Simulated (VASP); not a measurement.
Here is a VASP 6.6.1 calculation.

Contents of POSCAR:

```
HfO2
1.0
    0.0000000000      2.5291823194      2.5291823194
    2.4639294155      0.0000000000      2.5291823194
    2.4639294155      2.5291823194      0.0000000000
Hf O
1 2
Direct
    0.0000000000      0.0000000000      0.0000000000
    0.2500000000      0.2500000000      0.2500000000
    0.7500000000      0.7500000000      0.7500000000
```

The input INCAR.step1:

```
  PREC = Accurate
  ENCUT = 520
  ISMEAR = 0
  SIGMA = 0.01
  LREAL = False
  LASPH = True
  NELM = 100
  NBANDS = 18
  GGA = PE
  ALGO = Normal
  EDIFF = 1E-4
  LWAVE = True
  LCHARG = False
```

INCAR.step2

```
  PREC = Accurate
  ENCUT = 520
  EDIFF = 1E-7
  ISMEAR = 0
  SIGMA = 0.01
  LREAL = False
  LASPH = True
  NELM = 100
  ALGO = Normal
  ISIF = 2
  LWAVE = False
  LCHARG = True
  METAGGA = R2SCAN
  LMIXTAU = True
  LELF = True
  LVHAR = True
  NBANDS = 18
  ISTART = 1
```

File KPOINTS:

```
regular mesh
0
Gamma
  8 8 8
```

Potentials or basis: VASP PAW PBE potentials, release 64 (Hf_pv, O).

Command:

```bash
$ cat potpaw_PBE.64/Hf_pv/POTCAR potpaw_PBE.64/O/POTCAR > POTCAR
$ cp INCAR.step1 INCAR
$ mpirun -np 1 vasp_std > vasp.out
$ cp INCAR.step2 INCAR
$ mpirun -np 1 vasp_std > vasp.out
```

(1) Predict the pressure.

(2) Estimate the band gap on the k mesh.

Results:

(1) 3.3 GPa.

(2) 4.14 eV, indirect (least direct gap 4.17 eV).

Caveat: the cell differs from its parent crystal (uniaxial x strain -2.6%); the PAW data sets were made with another functional, which shifts forces and pressure a little; spin-orbit coupling is left out, which moves the levels of the heavy elements.
